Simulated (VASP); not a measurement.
# Ti (Immm) in VASP: a series of runs

The runs below take Ti through single point, with r2SCAN.

Everything below comes from runs of VASP 6.6.1. Logs are shortened: lines on timing, memory, paths and dates and some standing lists are left out, and cuts for length are marked.

## 1. The cell of the first run

It takes space group Immm (No. 71, orthorhombic). Conventional cell: a = 2.727 Å, b = 3.014 Å, c = 4.060 Å, α = 90.00°, β = 90.00°, γ = 90.00°. Ti (site symmetry mmm) has 12 Ti at 2.73 to 3.01 Å within 3.6 Å.

## 2. Single point, r2SCAN (strain -0.1000 x Voigt [0, 0, 0, 0, 0, 1])

Input file POSCAR:

```
Ti
1.0
   -0.1015000000      2.0300000000      2.0300000000
    2.0300000000     -0.1015000000      2.0300000000
    1.9285000000      1.9285000000      0.0000000000
Ti
1
Direct
    0.0000000000      0.0000000000      0.0000000000
```

Input file INCAR.step1:

```
SYSTEM = Ti
  PREC = Accurate
  ENCUT = 520
  ISMEAR = 0
  SIGMA = 0.15
  LREAL = .FALSE.
  LASPH = .TRUE.
  NELM = 100
  NBANDS = 12
  GGA = PE
  ALGO = Normal
  EDIFF = 1E-4
  LWAVE = .TRUE.
  LCHARG = .FALSE.
```

Input file INCAR.step2:

```
SYSTEM = Ti
  PREC = Accurate
  ENCUT = 520
  EDIFF = 1E-6
  ISMEAR = 0
  SIGMA = 0.15
  LREAL = .FALSE.
  LASPH = .TRUE.
  NELM = 100
  ALGO = Normal
  ISIF = 2
  LWAVE = .FALSE.
  LCHARG = .FALSE.
  METAGGA = R2SCAN
  LMIXTAU = .TRUE.
  NBANDS = 12
  ISTART = 1
```

Input file KPOINTS:

```
Automatic mesh
0
G
  20 20 20
  0 0 0
```

Potentials or basis: VASP PAW PBE potentials, release 64 (Ti_sv).

Started as:

```bash
cat potpaw_PBE.64/Ti_sv/POTCAR > POTCAR
cp INCAR.step1 INCAR
mpirun -np 1 vasp_std > vasp.out
cp INCAR.step2 INCAR
mpirun -np 1 vasp_std > vasp.out
```

OUTCAR:

```text
SYSTEM = Ti
   PREC = Accurate
   ENCUT = 520
   EDIFF = 1E-6
   ISMEAR = 0
   LREAL = .FALSE.
   LASPH = .TRUE.
   NELM = 100
   ISIF = 2
   METAGGA = R2SCAN
   ISTART = 1

 ion  position               nearest neighbor table
   1  0.000  0.000  0.000-

  LATTYP: Found a body centered orthorhombic cell.
 ALAT       =     2.7273108550
 B/A-ratio  =     1.1052631579
 C/A-ratio  =     1.4886458551

  Lattice vectors:

 A1 = (   0.1015000000,  -2.0300000000,  -2.0300000000)
 A2 = (  -0.1015000000,   2.0300000000,  -2.0300000000)
 A3 = (   2.0300000000,  -0.1015000000,   2.0300000000)

Analysis of symmetry for initial positions (statically):
=====================================================================
 Subroutine PRICEL returns:
 Original cell was already a primitive cell.

 Routine SETGRP: Setting up the symmetry group for a
 body centered orthorhombic supercell.

 Subroutine GETGRP returns: Found  8 space group operations
 (whereof  8 operations were pure point group operations)
 out of a pool of  8 trial point group operations.

The static configuration has the point symmetry D_2h.

Analysis of symmetry for dynamics (positions and initial velocities):
=====================================================================
 Subroutine PRICEL returns:
 Original cell was already a primitive cell.

 Routine SETGRP: Setting up the symmetry group for a
 body centered orthorhombic supercell.

 Subroutine GETGRP returns: Found  8 space group operations
 (whereof  8 operations were pure point group operations)
 out of a pool of  8 trial point group operations.

The dynamic configuration has the point symmetry D_2h.

 Subroutine INISYM returns: Found  8 space group operations
 (whereof  8 operations are pure point group operations),
 and found     1 'primitive' translations

----------------------------------------------------------------------------------------

                                     Primitive cell

  volume of cell :      16.6890

  direct lattice vectors                    reciprocal lattice vectors
    -0.101500000  2.030000000  2.030000000    -0.234576589  0.234576589  0.246305419
     2.030000000 -0.101500000  2.030000000     0.234576589 -0.234576589  0.246305419
     1.928500000  1.928500000  0.000000000     0.259268862  0.259268862 -0.246305419

  length of vectors
     2.872647255  2.872647255  2.727310855     0.413181209  0.413181209  0.441709231

  position of ions in fractional coordinates (direct lattice)
     0.000000000  0.000000000  0.000000000

  ion indices of the primitive-cell ions
   primitive index   ion index
                 1           1

----------------------------------------------------------------------------------------

 KPOINTS: Automatic mesh

Automatic generation of k-mesh.
 Grid dimensions read from file:
 generate k-points for:   20   20   20

 Generating k-lattice:

  Cartesian coordinates                     Fractional coordinates (reciprocal lattice)
    -0.011728829  0.011728829  0.012315271     0.050000000 -0.000000000  0.000000000
     0.011728829 -0.011728829  0.012315271    -0.000000000  0.050000000  0.000000000
     0.012963443  0.012963443 -0.012315271    -0.000000000 -0.000000000  0.050000000

  Length of vectors
     0.020659060  0.020659060  0.022085462

  Shift w.r.t. Gamma in fractional coordinates (k-lattice)
     0.000000000  0.000000000  0.000000000

 Subroutine IBZKPT returns following result:
 ===========================================

 Found   1166 irreducible k-points:

 Following reciprocal coordinates:
            Coordinates               Weight
  0.000000  0.000000  0.000000      1.000000
  0.050000  0.000000  0.000000      4.000000
  0.100000  0.000000  0.000000      4.000000
  0.150000 -0.000000  0.000000      4.000000
  0.200000  0.000000  0.000000      4.000000
  0.250000  0.000000  0.000000      4.000000
[... 16 lines left out ...]
 -0.400000  0.050000  0.000000      4.000000
 -0.350000  0.050000  0.000000      4.000000
 [... further k-points ...]
   k-points           NKPTS =   1166   k-points in BZ     NKDIM =   1166   number of bands    NBANDS=     12
   number of dos      NEDOS =    301   number of ions     NIONS =      1
   total plane-waves  NPLWV =  11520
   dimension x,y,z NGX =    24 NGY =   24 NGZ =   20
   dimension x,y,z NGXF=    48 NGYF=   48 NGZF=   40
   ions per type =               1
   NGX,Y,Z   is equivalent  to a cutoff of  13.89, 13.89, 12.19 a.u.
   NGXF,Y,Z  is equivalent  to a cutoff of  27.78, 27.78, 24.38 a.u.
 SYSTEM =  Ti
   PREC   = accura    normal or accurate (medium, high low for compatibility)
   ISTART =      1    job   : 0-new  1-cont  2-samecut
   ICHARG =      0    charge: 1-file 2-atom 10-const
   ISPIN  =      1    spin polarized calculation?
   LNONCOLLINEAR =      F non collinear calculations
   LSORBIT =      F    spin-orbit coupling
   LASPH  =      T    aspherical Exc in radial PAW
   ENCUT  =  520.0 eV  38.22 Ry    6.18 a.u.   5.34  5.34  5.07*2*pi/ulx,y,z
   NELM   =    100;   NELMIN=  2; NELMDL=  0     # of ELM steps
   EDIFF  = 0.1E-05   stopping-criterion for ELM
   LREAL  =      F    real-space projection
   EDIFFG = 0.1E-04   stopping-criterion for IOM
   NSW    =      0    number of steps for IOM
   IBRION =     -1    ionic relax: 0-MD 1-quasi-New 2-CG
   NFREE  =      0    steps in history (QN), initial steepest desc. (CG)
   ISIF   =      2    stress and relaxation
   ISYM   =      2    0-nonsym 1-usesym 2-fastsym
   POTIM  = 0.5000    time-step for ionic-motion
   TEBEG  =    0.0;   TEEND  =   0.0 temperature during run
   PSTRESS=    0.0 pullay stress
   NELECT =      12.0000    total number of electrons
   NUPDOWN=      -1.0000    fix difference up-down
   EMIN   =  10.00;   EMAX   =-10.00  energy-range for DOS
   EFERMI =   0.00;   METHOD = LEGACY
   ISMEAR =     0;   SIGMA  =   0.15  broadening in eV -4-tet -1-fermi 0-gaus
   EFERMI_NEDOS =   21; number of points for ismear=-14 and -15
   IALGO  =     38    algorithm
   IMIX   =      4    mixing-type and parameters
     AMIX     =   0.40;   BMIX     =  1.00
     AMIX_MAG =   1.60;   BMIX_MAG =  1.00
  volume/ion in A,a.u.               =      16.69       112.62
  Fermi-wavevector in a.u.,A,eV,Ry     =   1.466645  2.771557 29.266766  2.151047
  Thomas-Fermi vector in A             =   2.582357
   LORBIT       =      0    0 simple, 1 ext, 2 COOP (PROOUT), +10 PAW based schemes
   METAGGA = R2SCAN    functional components
   LHFCALC =     F    Hartree Fock is set to
   AEXX    =    0.0000 exact exchange contribution
   IVDW    =     0    specifies the selected vdW correction
   LEPSILON=     F    determine dielectric tensor
   LRPA    =     F    only Hartree local field effects (RPA)
 non-spin polarized calculation
 Gauss-broadening in eV      SIGMA  =   0.15
  energy-cutoff  :      520.00
  volume of cell :       16.69
 maximum number of plane-waves:       467
 NGX is ok and might be reduce to    24
   NGX = 11   NGY = 11   NGZ = 11

 number of electron      11.9999999 magnetization

 Free energy of the ion-electron system (eV)
  ---------------------------------------------------
  ext. energy  EPLUGINS =         0.00000000
  ---------------------------------------------------
  free energy    TOTEN  =       -12.84061242 eV

  energy without entropy =      -12.82423249  energy(sigma->0) =      -12.83242245

 E-fermi :   8.6940     XC(G=0): -12.6110

 val. band max:        8.6873332029   @ k =   0.5000   0.3000   0.2500
 cond. band min:       8.6951828849   @ k =   0.2500   0.2000   0.1000
 fundamental gap:      0.0078496820
 Fermi energy:         8.6940132447

 k-point     1 :       0.0000    0.0000    0.0000
  band No.  band energies     occupation
      1     -50.2926      2.00000
      2     -25.0961      2.00000
      3     -25.0492      2.00000
      4     -24.9681      2.00000
      5       2.1209      2.00000
      6       9.1697      0.00001
      7       9.5351      0.00000
      8      10.2783      0.00000
      9      11.6653      0.00000
     10      11.6855      0.00000
     11      24.5063      0.00000
     12      28.3211      0.00000

 k-point     2 :       0.0500    0.0000    0.0000
  band No.  band energies     occupation
      1     -50.2895      2.00000
      2     -25.1086      2.00000
      3     -25.0565      2.00000
      4     -24.9704      2.00000
      5       2.2026      2.00000
      6       9.1543      0.00001
      7       9.5229      0.00000
      8      10.3051      0.00000
      9      11.6556      0.00000
     10      11.6680      0.00000
     11      24.5444      0.00000
     12      27.9248      0.00000

 k-point     3 :       0.1000    0.0000    0.0000
  band No.  band energies     occupation
      1     -50.2805      2.00000
      2     -25.1548      2.00000
      3     -25.0675      2.00000
      4     -24.9771      2.00000
      5       2.4430      2.00000
      6       9.0809      0.00026
      7       9.5155      0.00000
      8      10.3759      0.00000
      9      11.6261      0.00000
     10      11.6369      0.00000
     11      24.5563      0.00000
     12      26.9718      0.00000

 k-point     4 :       0.1500   -0.0000    0.0000
  band No.  band energies     occupation
      1     -50.2665      2.00000
      2     -25.2347      2.00000
      3     -25.0760      2.00000
      4     -24.9876      2.00000
      5       2.8286      2.00000
      6       8.9276      0.02762
      7       9.5396      0.00000
      8      10.4599      0.00000
      9      11.5894      0.00000
     10      11.6415      0.00000
     11      24.1435      0.00000
     12      26.2119      0.00000

 k-point     5 :       0.2000    0.0000    0.0000
  band No.  band energies     occupation
      1     -50.2488      2.00000
      2     -25.3372      2.00000
      3     -25.0839      2.00000
      4     -25.0007      2.00000
      5       3.3355      2.00000
      6       8.7306      0.73040
      7       9.5643      0.00000
      8      10.5097      0.00000
      9      11.5972      0.00000
     10      11.7164      0.00000
     11      23.0763      0.00000
     12      25.9562      0.00000
[... 228 lines left out ...]
      1     -50.1630      2.00000
      2     -25.8031      2.00000
      3     -25.1291      2.00000
      4     -25.0653      2.00000
      5       5.8981      2.00000
      6       8.6251      1.48401
      7       9.2578      0.00000
      8      10.2522      0.00000
      9      12.4830      0.00000
     10      12.8436      0.00000
     11      17.2422      0.00000
     12      24.4495      0.00000

 k-point    22 :      -0.4500    0.0500    0.0000
  band No.  band energies     occupation
      1     -50.1647      2.00000
      2     -25.7929      2.00000
      3     -25.1323      2.00000
      4     -25.0620      2.00000
      5       5.8592      2.00000
      6       8.6111      1.56552
      7       9.2724      0.00000
      8      10.2557      0.00000
      9      12.4962      0.00000
     10      12.7688      0.00000
     11      17.3577      0.00000
     12      24.4341      0.00000

 k-point    23 :      -0.4000    0.0500    0.0000
  band No.  band energies     occupation
      1     -50.1726      2.00000
      2     -25.7496      2.00000
      3     -25.1329      2.00000
      4     -25.0544      2.00000
      5       5.6654      2.00000
      6       8.5022      1.92947
      7       9.2914      0.00000
      8      10.2946      0.00000
      9      12.4185      0.00000
     10      12.5906      0.00000
     11      17.9590      0.00000
     12      24.5573      0.00000

 k-point    24 :      -0.3500    0.0500    0.0000
  band No.  band energies     occupation
      1     -50.1857      2.00000
      2     -25.6771      2.00000
      3     -25.1307      2.00000
      4     -25.0433      2.00000
      5       5.2948      2.00000
      6       8.3984      1.99468
      7       9.3356      0.00000
      8      10.3636      0.00000
      9      12.2827      0.00000
     10      12.3378      0.00000
     11      18.9179      0.00000
     12      24.7873      0.00000

 [... further k-points ...]

------------------------ aborting loop because EDIFF is reached ----------------------------------------

  FORCE on cell =-STRESS in cart. coord.  units (eV):
  Direction    XX          YY          ZZ          XY          YZ          ZX
  --------------------------------------------------------------------------------------
  -------------------------------------------------------------------------------------
  Total        0.5375434      0.5375434      0.5067636      0.7035032      0.0000000      0.0000000
  in kB       51.6051613     51.6051613     48.6502408     67.5376058      0.0000000      0.0000000
  external PRESSURE =      50.6201878 kB  Pullay stress =       0.0000000 kB

 VOLUME and BASIS-vectors are now :
 -----------------------------------------------------------------------------
  energy-cutoff  :      520.00
  volume of cell :       16.69
      direct lattice vectors                 reciprocal lattice vectors
    -0.101500000  2.030000000  2.030000000    -0.234576589  0.234576589  0.246305419
     2.030000000 -0.101500000  2.030000000     0.234576589 -0.234576589  0.246305419
     1.928500000  1.928500000  0.000000000     0.259268862  0.259268862 -0.246305419

 POSITION                                       TOTAL-FORCE (eV/Angst)
 -----------------------------------------------------------------------------------
      0.00000      0.00000      0.00000        -0.000000     -0.000000      0.000000
 -----------------------------------------------------------------------------------
    total drift:                                0.000000      0.000000     -0.000000

  FREE ENERGIE OF THE ION-ELECTRON SYSTEM (eV)
  ---------------------------------------------------
  free  energy   TOTEN  =       -12.8406124167 eV

  energy  without entropy=      -12.8242324930  energy(sigma->0) =      -12.83242245
```

It took 7.7 min on 1 thread of Intel Xeon Platinum 8259CL at 2.50GHz (Skylake/Cascade Lake), shared host; peak memory 0.33 GiB.

What came out:

```yaml
Free_energy: -12.8406 eV
Pressure: 5.1 GPa
Band_gap_on_the_k_mesh: zero (bands 6 and 7 overlap by 1.32 eV)
```

Caveat: the cell differs from its parent crystal (strain -0.1000 x Voigt [0, 0, 0, 0, 0, 1]); the cell stands under pressure; the PAW data sets were made with another functional, which shifts forces and pressure a little.

## 3. Single point, r2SCAN (strain +0.0875 x Voigt [0, 0, 0, 0, 0, 1])

Input file POSCAR:

```
Ti
1.0
    0.0888125000      2.0300000000      2.0300000000
    2.0300000000      0.0888125000      2.0300000000
    2.1188125000      2.1188125000      0.0000000000
Ti
1
Direct
    0.0000000000      0.0000000000      0.0000000000
```

Input file INCAR.step1:

```
SYSTEM = Ti
PREC = Accurate
ENCUT = 520
ISMEAR = 0
SIGMA = 0.15
LREAL = .False.
LASPH = .True.
NELM = 100
NBANDS = 12
GGA = PE
ALGO = Normal
EDIFF = 1E-4
LWAVE = .True.
LCHARG = .False.
```

Input file INCAR.step2:

```
SYSTEM = Ti
PREC = Accurate
ENCUT = 520
EDIFF = 1E-7
ISMEAR = 0
SIGMA = 0.15
LREAL = .False.
LASPH = .True.
NELM = 100
ALGO = Normal
ISIF = 2
LWAVE = .False.
LCHARG = .False.
METAGGA = R2SCAN
LMIXTAU = .True.
NBANDS = 12
ISTART = 1
```

Input file KPOINTS:

```
regular mesh
0
Gamma
  20 20 20
  0 0 0
```

Potentials or basis: VASP PAW PBE potentials, release 64 (Ti_sv).

Started as:

```bash
cat potpaw_PBE.64/Ti_sv/POTCAR > POTCAR
cp INCAR.step1 INCAR
mpirun -np 1 vasp_std > vasp.out
cp INCAR.step2 INCAR
mpirun -np 1 vasp_std > vasp.out
```

Run time: 10 min. Hardware: 1 thread of Intel Xeon Platinum 8259CL at 2.50GHz (Skylake/Cascade Lake), shared host; peak memory 0.34 GiB.

It converged, with:

* Free energy: -12.8492 eV
* Pressure: 5.1 GPa
* Band gap on the k mesh: zero (bands 6 and 7 overlap by 1.30 eV)

Stress tensor (GPa, compression positive):
```
 5.15 -5.97  0.00
-5.97  5.15  0.00
 0.00  0.00  4.94
```

Levels at points of the mesh, in eV from the Fermi level:
```tsv
k point	band 4	band 5	band 6	band 7	band 8	band 9
(0.00, 0.00, 0.00)	-33.67	-6.57	0.54	0.88	1.51	2.96
(0.50, 0.00, 0.00)	-33.87	-2.78	0.45	1.00	1.22	3.87
(0.50, 0.50, 0.00)	-33.91	-2.82	-1.92	2.97	4.09	4.26
(0.00, 0.00, 0.50)	-33.77	-2.85	0.13	0.62	1.44	3.72
(0.50, 0.00, 0.50)	-34.00	-2.81	-1.91	3.04	3.90	4.22
```

Caveat: the cell differs from its parent crystal (strain +0.0875 x Voigt [0, 0, 0, 0, 0, 1]); the cell stands under pressure; the PAW data sets were made with another functional, which shifts forces and pressure a little.
